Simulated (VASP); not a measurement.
# Hf (Fm-3m) in VASP: a series of runs

The runs below take Hf through single point, with PBE+D3(BJ).

Program: VASP 6.6.1. These are calculated values, not measurements. Logs are shortened: lines on timing, memory, paths and dates and some standing lists are left out, and cuts for length are marked.

### Step 1. The cell of the first run

It takes space group Fm-3m (No. 225, cubic). The conventional cell has a = 4.471 Å, b = 4.471 Å, c = 4.471 Å, α = 90.00°, β = 90.00°, γ = 90.00°. Hf (site symmetry m-3m) has 12 Hf at 3.16 Å within 4.2 Å.

### Step 2. Single point, PBE+D3(BJ)

Input file INCAR:

```
  PREC = Accurate
  ENCUT = 500
  EDIFF = 1E-6
  ISMEAR = 0
  SIGMA = 0.1
  LREAL = False
  LASPH = True
  NELM = 120
  ALGO = Normal
  ISIF = 2
  LWAVE = False
  LCHARG = False
  GGA = PE
  IVDW = 12
  NBANDS = 11
  GGA_COMPAT = False
```

Input file KPOINTS:

```
Automatic mesh
0
Gamma
  8 8 8
```

Input file POSCAR:

```
Hf
1.0
    0.0000000000      2.2352673600      2.2352673600
    2.2352673600      0.0000000000      2.2352673600
    2.2352673600      2.2352673600      0.0000000000
Hf
1
Direct
    0.0000000000      0.0000000000      0.0000000000
```

Potentials or basis: VASP PAW PBE potentials, release 64 (Hf_pv).

The run is started by

```sh
$ cat potpaw_PBE.64/Hf_pv/POTCAR > POTCAR
$ mpirun -np 1 vasp_std > vasp.out
```

OUTCAR:

```text
PREC = Accurate
   ENCUT = 500
   EDIFF = 1E-6
   ISMEAR = 0
   LREAL = False
   LASPH = True
   NELM = 120
   ISIF = 2
   GGA = PE
   IVDW = 12
 IVDW          = 12

 ion  position               nearest neighbor table
   1  0.000  0.000  0.000-

  LATTYP: Found a face centered cubic cell.
 ALAT       =     4.4705347200

  Lattice vectors:

 A1 = (   0.0000000000,   2.2352673600,   2.2352673600)
 A2 = (   2.2352673600,   0.0000000000,   2.2352673600)
 A3 = (   2.2352673600,   2.2352673600,   0.0000000000)

Analysis of symmetry for initial positions (statically):
=====================================================================
 Subroutine PRICEL returns:
 Original cell was already a primitive cell.

 Routine SETGRP: Setting up the symmetry group for a
 face centered cubic supercell.

 Subroutine GETGRP returns: Found 48 space group operations
 (whereof 48 operations were pure point group operations)
 out of a pool of 48 trial point group operations.

The static configuration has the point symmetry O_h .

Analysis of symmetry for dynamics (positions and initial velocities):
=====================================================================
 Subroutine PRICEL returns:
 Original cell was already a primitive cell.

 Routine SETGRP: Setting up the symmetry group for a
 face centered cubic supercell.

 Subroutine GETGRP returns: Found 48 space group operations
 (whereof 48 operations were pure point group operations)
 out of a pool of 48 trial point group operations.

The dynamic configuration has the point symmetry O_h .

 Subroutine INISYM returns: Found 48 space group operations
 (whereof 48 operations are pure point group operations),
 and found     1 'primitive' translations

----------------------------------------------------------------------------------------

                                     Primitive cell

  volume of cell :      22.3367

  direct lattice vectors                    reciprocal lattice vectors
     0.000000000  2.235267360  2.235267360    -0.223686888  0.223686888  0.223686888
     2.235267360  0.000000000  2.235267360     0.223686888 -0.223686888  0.223686888
     2.235267360  2.235267360  0.000000000     0.223686888  0.223686888 -0.223686888

  length of vectors
     3.161145416  3.161145416  3.161145416     0.387437055  0.387437055  0.387437055

  position of ions in fractional coordinates (direct lattice)
     0.000000000  0.000000000  0.000000000

  ion indices of the primitive-cell ions
   primitive index   ion index
                 1           1

----------------------------------------------------------------------------------------

 KPOINTS: Automatic mesh

Automatic generation of k-mesh.
 Grid dimensions read from file:
 generate k-points for:    8    8    8

 Generating k-lattice:

  Cartesian coordinates                     Fractional coordinates (reciprocal lattice)
    -0.027960861  0.027960861  0.027960861     0.125000000  0.000000000  0.000000000
     0.027960861 -0.027960861  0.027960861     0.000000000  0.125000000  0.000000000
     0.027960861  0.027960861 -0.027960861     0.000000000  0.000000000  0.125000000

  Length of vectors
     0.048429632  0.048429632  0.048429632

  Shift w.r.t. Gamma in fractional coordinates (k-lattice)
     0.000000000  0.000000000  0.000000000

 Subroutine IBZKPT returns following result:
 ===========================================

 Found     29 irreducible k-points:

 Following reciprocal coordinates:
            Coordinates               Weight
  0.000000  0.000000  0.000000      1.000000
  0.125000  0.000000  0.000000      8.000000
  0.250000  0.000000  0.000000      8.000000
  0.375000  0.000000  0.000000      8.000000
  0.500000  0.000000  0.000000      4.000000
  0.125000  0.125000  0.000000      6.000000
[... 16 lines left out ...]
  0.500000  0.250000  0.125000     48.000000
 -0.375000  0.250000  0.125000     24.000000
 [... further k-points ...]
   k-points           NKPTS =     29   k-points in BZ     NKDIM =     29   number of bands    NBANDS=     11
   number of dos      NEDOS =    301   number of ions     NIONS =      1
   total plane-waves  NPLWV =  13824
   dimension x,y,z NGX =    24 NGY =   24 NGZ =   24
   dimension x,y,z NGXF=    48 NGYF=   48 NGZF=   48
   ions per type =               1
   NGX,Y,Z   is equivalent  to a cutoff of  12.62, 12.62, 12.62 a.u.
   NGXF,Y,Z  is equivalent  to a cutoff of  25.24, 25.24, 25.24 a.u.
 SYSTEM =  unknown system
   PREC   = accura    normal or accurate (medium, high low for compatibility)
   ISTART =      0    job   : 0-new  1-cont  2-samecut
   ICHARG =      2    charge: 1-file 2-atom 10-const
   ISPIN  =      1    spin polarized calculation?
   LNONCOLLINEAR =      F non collinear calculations
   LSORBIT =      F    spin-orbit coupling
   LASPH  =      T    aspherical Exc in radial PAW
   ENCUT  =  500.0 eV  36.75 Ry    6.06 a.u.   5.76  5.76  5.76*2*pi/ulx,y,z
   NELM   =    120;   NELMIN=  2; NELMDL= -5     # of ELM steps
   EDIFF  = 0.1E-05   stopping-criterion for ELM
   LREAL  =      F    real-space projection
   EDIFFG = 0.1E-04   stopping-criterion for IOM
   NSW    =      0    number of steps for IOM
   IBRION =     -1    ionic relax: 0-MD 1-quasi-New 2-CG
   NFREE  =      0    steps in history (QN), initial steepest desc. (CG)
   ISIF   =      2    stress and relaxation
   ISYM   =      2    0-nonsym 1-usesym 2-fastsym
   POTIM  = 0.5000    time-step for ionic-motion
   TEBEG  =    0.0;   TEEND  =   0.0 temperature during run
   PSTRESS=    0.0 pullay stress
   NELECT =      10.0000    total number of electrons
   NUPDOWN=      -1.0000    fix difference up-down
   EMIN   =  10.00;   EMAX   =-10.00  energy-range for DOS
   EFERMI =   0.00;   METHOD = LEGACY
   ISMEAR =     0;   SIGMA  =   0.10  broadening in eV -4-tet -1-fermi 0-gaus
   EFERMI_NEDOS =   21; number of points for ismear=-14 and -15
   IALGO  =     38    algorithm
   IMIX   =      4    mixing-type and parameters
     AMIX     =   0.40;   BMIX     =  1.00
     AMIX_MAG =   1.60;   BMIX_MAG =  1.00
  volume/ion in A,a.u.               =      22.34       150.74
  Fermi-wavevector in a.u.,A,eV,Ry     =   1.252378  2.366651 21.340059  1.568450
  Thomas-Fermi vector in A             =   2.386281
   LORBIT       =      0    0 simple, 1 ext, 2 COOP (PROOUT), +10 PAW based schemes
   GGA     = PE    functional components
   LHFCALC =     F    Hartree Fock is set to
   AEXX    =    0.0000 exact exchange contribution
   IVDW    =    12    specifies the selected vdW correction
   LEPSILON=     F    determine dielectric tensor
   LRPA    =     F    only Hartree local field effects (RPA)
 non-spin polarized calculation
 Gauss-broadening in eV      SIGMA  =   0.10
  energy-cutoff  :      500.00
  volume of cell :       22.34
 maximum number of plane-waves:       588
   NGX = 11   NGY = 11   NGZ = 11

 number of electron      10.0000000 magnetization

 number of electron       9.9999999 magnetization

 Free energy of the ion-electron system (eV)
  ---------------------------------------------------
  ext. energy  EPLUGINS =         0.00000000
  ---------------------------------------------------
  free energy    TOTEN  =        -9.84428765 eV

  energy without entropy =       -9.83717864  energy(sigma->0) =       -9.84073314

 E-fermi :   4.7788     XC(G=0): -11.2942

 val. band max:        4.7066905389   @ k =  -0.2500   0.2500   0.0000
 cond. band min:       4.8498986564   @ k =   0.5000   0.2500   0.1250
 fundamental gap:      0.1432081175
 Fermi energy:         4.7788122884

 k-point     1 :       0.0000    0.0000    0.0000
  band No.  band energies     occupation
      1     -25.2667      2.00000
      2     -25.2667      2.00000
      3     -25.2667      2.00000
      4      -2.4649      2.00000
      5       6.1490      0.00000
      6       6.1490      0.00000
      7       6.1490      0.00000
      8       8.9473      0.00000
      9       8.9473      0.00000
     10      16.0637      0.00000
     11      17.8170      0.00000

 k-point     2 :       0.1250    0.0000    0.0000
  band No.  band energies     occupation
      1     -25.3931      2.00000
      2     -25.2828      2.00000
      3     -25.2828      2.00000
      4      -1.9311      2.00000
      5       5.6497      0.00000
      6       6.3801      0.00000
      7       6.3801      0.00000
      8       8.7201      0.00000
      9       8.7201      0.00000
     10      17.1361      0.00000
     11      17.8135      0.00000

 k-point     3 :       0.2500    0.0000    0.0000
  band No.  band energies     occupation
      1     -25.6877      2.00000
      2     -25.3214      2.00000
      3     -25.3214      2.00000
      4      -0.5804      2.00000
      5       4.8699      0.19750
      6       6.5051      0.00000
      7       6.5051      0.00000
      8       8.9386      0.00000
      9       8.9386      0.00000
     10      16.1103      0.00000
     11      17.8176      0.00000

 k-point     4 :       0.3750    0.0000    0.0000
  band No.  band energies     occupation
      1     -25.9688      2.00000
      2     -25.3597      2.00000
      3     -25.3597      2.00000
      4       0.7165      2.00000
      5       4.8568      0.27007
      6       6.1283      0.00000
      7       6.1283      0.00000
      8      10.2162      0.00000
      9      10.2162      0.00000
     10      14.7267      0.00000
     11      17.3024      0.00000
[... 239 lines left out ...]
 k-point    22 :       0.3750    0.2500    0.1250
  band No.  band energies     occupation
      1     -25.7571      2.00000
      2     -25.4727      2.00000
      3     -25.3720      2.00000
      4       0.5646      2.00000
      5       4.1614      2.00000
      6       5.6081      0.00000
      7       7.7576      0.00000
      8       7.9521      0.00000
      9      10.6200      0.00000
     10      17.4437      0.00000
     11      17.8508      0.00000

 k-point    23 :       0.5000    0.2500    0.1250
  band No.  band energies     occupation
      1     -25.9068      2.00000
      2     -25.5630      2.00000
      3     -25.4186      2.00000
      4       1.9399      2.00000
      5       4.0561      2.00000
      6       4.8499      0.31475
      7       7.3626      0.00000
      8       9.5331      0.00000
      9      11.9206      0.00000
     10      14.9627      0.00000
     11      17.8248      0.00000

 k-point    24 :      -0.3750    0.2500    0.1250
  band No.  band energies     occupation
      1     -25.9704      2.00000
      2     -25.5915      2.00000
      3     -25.4438      2.00000
      4       2.4641      2.00000
      5       3.8907      2.00000
      6       5.1343      0.00000
      7       7.1067      0.00000
      8      10.4516      0.00000
      9      12.5397      0.00000
     10      13.1788      0.00000
     11      17.8228      0.00000

 [... further k-points ...]

------------------------ aborting loop because EDIFF is reached ----------------------------------------

 Edisp (eV)   -0.45097

 E8    (eV) :    -0.2419

  FORCE on cell =-STRESS in cart. coord.  units (eV):
  Direction    XX          YY          ZZ          XY          YZ          ZX
  --------------------------------------------------------------------------------------
  -------------------------------------------------------------------------------------
  Total      -0.38092    -0.38092    -0.38092    -0.00000     0.00000     0.00000
  in kB     -27.32259   -27.32259   -27.32259    -0.00000     0.00000     0.00000
  external pressure =      -27.32 kB  Pullay stress =        0.00 kB

 VOLUME and BASIS-vectors are now :
 -----------------------------------------------------------------------------
  energy-cutoff  :      500.00
  volume of cell :       22.34
      direct lattice vectors                 reciprocal lattice vectors
     0.000000000  2.235267360  2.235267360    -0.223686888  0.223686888  0.223686888
     2.235267360  0.000000000  2.235267360     0.223686888 -0.223686888  0.223686888
     2.235267360  2.235267360  0.000000000     0.223686888  0.223686888 -0.223686888

 POSITION                                       TOTAL-FORCE (eV/Angst)
 -----------------------------------------------------------------------------------
      0.00000      0.00000      0.00000        -0.000000      0.000000      0.000000
 -----------------------------------------------------------------------------------
    total drift:                               -0.000000      0.000000     -0.000000

  FREE ENERGIE OF THE ION-ELECTRON SYSTEM (eV)
  ---------------------------------------------------
  free  energy   TOTEN  =       -10.2952610526 eV

  energy  without entropy=      -10.2881520450  energy(sigma->0) =      -10.29170655
```

Run time: 4.4 s. Hardware: 1 thread of Intel Xeon 6975P-C, shared host; peak memory 0.15 GiB.

Results:

```yaml
Free_energy: -10.2953 eV
Pressure: -2.7 GPa
Band_gap_on_the_k_mesh: zero (band 5 reaches 6.15 eV, above the bottom of band 6 at 4.35 eV)
Dispersion_energy_per_atom: -0.451 eV
```

Levels at points of the mesh, in eV from the Fermi level:
```tsv
k point	band 3	band 4	band 5	band 6	band 7	band 8
(0.00, 0.00, 0.00)	-30.05	-7.24	1.37	1.37	1.37	4.17
(0.50, 0.00, 0.00)	-30.15	-3.67	0.56	1.15	1.15	6.28
(0.50, 0.50, 0.00)	-30.34	-3.28	-2.17	2.50	6.30	6.91
```

Caveat: spin-orbit coupling is left out, which moves the levels of the heavy elements; pairwise dispersion overbinds metals, which lowers pressure and volume.

### Step 3. Single point, PBE+D3(BJ)

This run uses another cell than the first one, of 21.82 Å³/atom, 0.977 times its volume.

Input file INCAR:

```
SYSTEM = Hf
PREC = Accurate
ENCUT = 500
EDIFF = 1E-6
ISMEAR = 0
SIGMA = 0.1
LREAL = .False.
LASPH = .True.
NELM = 120
ALGO = Normal
ISIF = 2
LWAVE = .False.
LCHARG = .True.
GGA = PE
IVDW = 12
LELF = .True.
LVHAR = .True.
NBANDS = 11
GGA_COMPAT = .False.
```

Input file KPOINTS:

```
Automatic mesh
0
Gamma
  16 16 16
  0 0 0
```

Input file POSCAR:

```
Hf
1.0
    0.0000000000      2.2177631672      2.2177631672
    2.2177631672      0.0000000000      2.2177631672
    2.2177631672      2.2177631672      0.0000000000
Hf
1
Direct
    0.0000000000      0.0000000000      0.0000000000
```

Potentials or basis: VASP PAW PBE potentials, release 64 (Hf_pv).

The run is started by

```sh
$ cat potpaw_PBE.64/Hf_pv/POTCAR > POTCAR
$ mpirun -np 1 vasp_std > vasp.out
```

OUTCAR:

```text
SYSTEM = Hf
   PREC = Accurate
   ENCUT = 500
   EDIFF = 1E-6
   ISMEAR = 0
   LREAL = .False.
   LASPH = .True.
   NELM = 120
   ISIF = 2
   GGA = PE
   IVDW = 12
 IVDW          = 12

 ion  position               nearest neighbor table
   1  0.000  0.000  0.000-

  LATTYP: Found a face centered cubic cell.
 ALAT       =     4.4355263344

  Lattice vectors:

 A1 = (   0.0000000000,   2.2177631672,   2.2177631672)
 A2 = (   2.2177631672,   0.0000000000,   2.2177631672)
 A3 = (   2.2177631672,   2.2177631672,   0.0000000000)

Analysis of symmetry for initial positions (statically):
=====================================================================
 Subroutine PRICEL returns:
 Original cell was already a primitive cell.

 Routine SETGRP: Setting up the symmetry group for a
 face centered cubic supercell.

 Subroutine GETGRP returns: Found 48 space group operations
 (whereof 48 operations were pure point group operations)
 out of a pool of 48 trial point group operations.

The static configuration has the point symmetry O_h .

Analysis of symmetry for dynamics (positions and initial velocities):
=====================================================================
 Subroutine PRICEL returns:
 Original cell was already a primitive cell.

 Routine SETGRP: Setting up the symmetry group for a
 face centered cubic supercell.

 Subroutine GETGRP returns: Found 48 space group operations
 (whereof 48 operations were pure point group operations)
 out of a pool of 48 trial point group operations.

The dynamic configuration has the point symmetry O_h .

 Subroutine INISYM returns: Found 48 space group operations
 (whereof 48 operations are pure point group operations),
 and found     1 'primitive' translations

----------------------------------------------------------------------------------------

                                     Primitive cell

  volume of cell :      21.8160

  direct lattice vectors                    reciprocal lattice vectors
     0.000000000  2.217763167  2.217763167    -0.225452387  0.225452387  0.225452387
     2.217763167  0.000000000  2.217763167     0.225452387 -0.225452387  0.225452387
[... 113 lines left out ...]
   LRPA    =     F    only Hartree local field effects (RPA)
 non-spin polarized calculation
 Gauss-broadening in eV      SIGMA  =   0.10
  energy-cutoff  :      500.00
  volume of cell :       21.82
 maximum number of plane-waves:       568
   NGX = 11   NGY = 11   NGZ = 11

 number of electron      10.0000000 magnetization

 Free energy of the ion-electron system (eV)
  ---------------------------------------------------
  ext. energy  EPLUGINS =         0.00000000
  ---------------------------------------------------
  free energy    TOTEN  =        -9.84896763 eV

  energy without entropy =       -9.83985202  energy(sigma->0) =       -9.84440982

 E-fermi :   4.9144     XC(G=0): -11.4003

 val. band max:        4.9141473647   @ k =  -0.3125   0.3125   0.0625
 cond. band min:       4.9160337904   @ k =   0.5000   0.3125   0.1250
 fundamental gap:      0.0018864256
 Fermi energy:         4.9143662266

 k-point     1 :       0.0000    0.0000    0.0000
  band No.  band energies     occupation
      1     -25.0033      2.00000
      2     -25.0033      2.00000
      3     -25.0033      2.00000
      4      -2.3793      2.00000
      5       6.3320      0.00000
      6       6.3320      0.00000
      7       6.3320      0.00000
      8       9.2142      0.00000
      9       9.2142      0.00000
     10      16.3147      0.00000
     11      18.0738      0.00000
[... 309 lines left out ...]
 k-point    24 :      -0.0625    0.0625    0.0000
  band No.  band energies     occupation
      1     -25.0899      2.00000
      2     -25.0283      2.00000
      3     -25.0093      2.00000
      4      -2.0080      2.00000
      5       5.9561      0.00000
      6       6.5037      0.00000
      7       6.5197      0.00000
      8       8.8566      0.00000
      9       9.2006      0.00000
     10      17.1280      0.00000
     11      18.0722      0.00000

 [... further k-points ...]

------------------------ aborting loop because EDIFF is reached ----------------------------------------

 Edisp (eV)   -0.46216

 E8    (eV) :    -0.2480

  FORCE on cell =-STRESS in cart. coord.  units (eV):
  Direction    XX          YY          ZZ          XY          YZ          ZX
  --------------------------------------------------------------------------------------
  -------------------------------------------------------------------------------------
  Total      -0.06405    -0.06405    -0.06405     0.00000     0.00000     0.00000
  in kB      -4.70380    -4.70380    -4.70380     0.00000     0.00000     0.00000
  external pressure =       -4.70 kB  Pullay stress =        0.00 kB

 VOLUME and BASIS-vectors are now :
 -----------------------------------------------------------------------------
  energy-cutoff  :      500.00
  volume of cell :       21.82
      direct lattice vectors                 reciprocal lattice vectors
     0.000000000  2.217763167  2.217763167    -0.225452387  0.225452387  0.225452387
     2.217763167  0.000000000  2.217763167     0.225452387 -0.225452387  0.225452387
     2.217763167  2.217763167  0.000000000     0.225452387  0.225452387 -0.225452387

 POSITION                                       TOTAL-FORCE (eV/Angst)
 -----------------------------------------------------------------------------------
      0.00000      0.00000      0.00000         0.000000      0.000000      0.000000
 -----------------------------------------------------------------------------------
    total drift:                               -0.000000      0.000000     -0.000000

  FREE ENERGIE OF THE ION-ELECTRON SYSTEM (eV)
  ---------------------------------------------------
  free  energy   TOTEN  =       -10.3111325555 eV

  energy  without entropy=      -10.3020169525  energy(sigma->0) =      -10.30657475
```

stdout:

```text
POSCAR found type information on POSCAR Hf
 POSCAR found :  1 types and       1 ions
 scaLAPACK will be used
 LDA part: xc-table for (Slater+PW92), standard interpolation
 POSCAR, INCAR and KPOINTS ok, starting setup
 FFT: planning ... GRIDC
 FFT: planning ... GRID_SOFT
 FFT: planning ... GRID
 WAVECAR not read
 entering main loop
```

Wall time 16 s (1 thread of Intel Xeon 6975P-C, shared host); peak memory 0.17 GiB.

Results:

* Free energy: -10.3111 eV
* Pressure: -0.5 GPa
* Band gap on the k mesh: zero (band 5 reaches 6.33 eV, above the bottom of band 6 at 4.52 eV)
* Dispersion energy per atom: -0.462 eV

Caveat: spin-orbit coupling is left out, which moves the levels of the heavy elements; pairwise dispersion overbinds metals, which lowers pressure and volume.
